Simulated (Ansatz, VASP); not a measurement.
# Li2O in VASP and in Ansatz

```
Li O
1.0
     0.00000    2.26331    2.30950
     2.26331    0.00000    2.30950
     2.26331    2.26331    0.00000
Li O
2 1
Direct
  0.25000 0.25000 0.25000
  0.75000 0.75000 0.75000
  0.00000 0.00000 0.00000
```

Change from the starting cell: equal xx and yy strain of -2 %.

Alike in both runs: task single point; functional PBEsol; k mesh 9 × 9 × 9; occupations fermi-dirac, width 0.03 eV; no spin polarisation.

```csv
,VASP,Ansatz
version,VASP 6.6.1,Ansatz 0.2.0
potentials or method,"VASP PAW PBE potentials, release 64 (Li_sv, O), cutoff 750 eV","all-electron LAPW, scalar-relativistic"
```

|  | VASP | Ansatz | Ansatz less VASP |
| --- | --- | --- | --- |
| gap on the k mesh at the Fermi level (eV) | 4.97 | 4.97 | +0.008 |
| pressure (GPa) | 1.4 | 1.1 | -0.26 |
| traceless stress, the component that is largest in VASP (GPa) | -2.61 | -2.62 | -0.014 |

VASP's potentials were made for PBE, not for PBEsol. Ansatz ran all-electron here, and VASP with PAW potentials.
